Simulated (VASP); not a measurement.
CoSi2, 6 atoms in the cell. Symmetry: P6/mmm, No. 191, hexagonal system. The conventional cell has a = 3.999 Å, b = 3.999 Å, c = 9.432 Å, α = 90.00°, β = 90.00°, γ = 120.00°. Co (site symmetry -6m2) has 3 Co at 2.31 Å and 3 Si at 2.31 Å within 3.1 Å. Within 3.1 Å of Si (site symmetry 6mm) lie 2 Si at 2.35 to 2.36 Å. Within 3.1 Å of Si (site symmetry 6/mmm) lie 2 Si at 2.35 Å. Si (site symmetry 6/mmm) has 6 Co at 2.31 Å and 2 Si at 2.36 Å within 3.1 Å. 

| Property | Result |
| --- | --- |
| Program | VASP 6.6.1 |
| Task | single point |
| Functional | PBE |
| Potentials or basis | VASP PAW PBE potentials, release 64 (Co, Si) |
| Cutoff | 520 eV |
| k mesh | 12 × 12 × 4 |
| Occupations | gaussian, width 0.1 eV |
| Spin | collinear spin, ferromagnetic start |
| Starting moments | [1.45, 1.45, 0.0, 0.0, 0.0, 0.0] μB |
| Dipole correction | no |
| Further INCAR settings | ALGO = Normal; EDIFF = 1e-06; NBANDS = 30 |

Potentials or basis: VASP PAW PBE potentials, release 64 (Co, Si).

Launch:

```console
$ cat potpaw_PBE.64/Co/POTCAR potpaw_PBE.64/Si/POTCAR > POTCAR
$ mpirun -np 1 vasp_std > vasp.out
```

Hardware: 1 thread of Intel(R) Xeon(R) Platinum 8259CL CPU @ 2.50GHz (Skylake/Cascade Lake), with other jobs on the host.

Question: How long does it take, and how much memory?

Answer: It took 7.2 min on 1 thread of Intel(R) Xeon(R) Platinum 8259CL CPU @ 2.50GHz (Skylake/Cascade Lake) (shared host), peak memory 0.49 GiB. Counts: scf iterations 17, k points 57.
